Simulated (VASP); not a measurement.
A run of VASP 6.6.1 is set up as follows.

Contents of INCAR:

```
  PREC = Accurate
  ENCUT = 500
  EDIFF = 1E-6
  ISMEAR = -1
  SIGMA = 0.08617333262145177
  LREAL = F
  LASPH = T
  NELM = 120
  ALGO = Normal
  ISIF = 2
  LWAVE = F
  LCHARG = T
  GGA = PE
  LELF = T
  LVHAR = T
  NBANDS = 16
  GGA_COMPAT = F
```

Contents of KPOINTS:

```
regular mesh
0
Gamma
  6 6 4
```

POSCAR

```
Ir
1.0
    2.7513778946      0.0000000000      0.0000000000
   -1.3756889473      2.3827631521      0.0000000000
    0.0000000000      0.0000000000      4.4622900000
Ir
2
Direct
    0.6666666667      0.3333333333      0.7500000000
    0.3333333333      0.6666666667      0.2500000000
```

Potentials or basis: VASP PAW PBE potentials, release 64 (Ir).

The run is started by

```bash
$ cat potpaw_PBE.64/Ir/POTCAR > POTCAR
$ mpirun -np 1 vasp_std > vasp.out
```

Problem. Estimate the band gap on the k mesh.

Solution. Zero (band 9 reaches 10.88 eV, above the bottom of band 10 at 7.73 eV).

Problem. What does it give for the pressure?

Solution. -0.9 GPa.

Stress tensor (GPa, compression positive):
```
 1.24  0.00  0.00
 0.00  1.24  0.00
 0.00  0.00 -5.07
```

Caveat: the k points lie up to 0.44 Å⁻¹ apart; spin-orbit coupling is left out, which moves the levels of the heavy elements.
